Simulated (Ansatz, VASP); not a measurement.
One calculation of Al2Ru, two programs

```xyz
6
Lattice="0.0000 3.9898 4.3915 2.3525 0.0000 4.3915 2.3525 3.9898 0.0000" Properties=species:S:1:pos:R:3 pbc="T T T"
Al    1.1762    0.6309    2.1958
Al    1.1762    3.3590    2.1958
Al    2.3525    1.3640    4.3915
Al    2.3525    6.6156    4.3915
Ru    3.5287    5.9848    6.5873
Ru    2.3525    3.9898    4.3915
```

Alike in both runs: task relaxation of cell and atoms; functional PBEsol; k mesh 1 × 1 × 1; occupations gaussian, width 0.01 eV; no spin polarisation.

|  | VASP | Ansatz |
| --- | --- | --- |
| version | VASP 6.6.1 | Ansatz 0.2.0 |
| potentials or method | VASP PAW PBE potentials, release 64 (Al, Ru_pv), cutoff 600 eV | scalar-relativistic, plane waves, PAW |
| valence electrons in the cell | 40 | 44 |

|  | VASP | Ansatz | Ansatz less VASP |
| --- | --- | --- | --- |
| gap on the k mesh at the Fermi level, each at its own relaxed structure (eV) | 1.17 | 1.17 | +0.005 |
| relaxed volume (Å³/atom) | 14.63 | 14.64 | +0.007 |
| relaxed length of the cell vector where the two differ most in proportion (Å) | 5.041 | 5.046 | +0.0042 |

VASP's potentials were made for PBE, not for PBEsol. VASP's potentials hold 40 valence electrons a cell and Ansatz's 44, so a difference there can come from the potentials and not from the codes.

The k mesh is coarse, so the values compare programs but aren't converged.
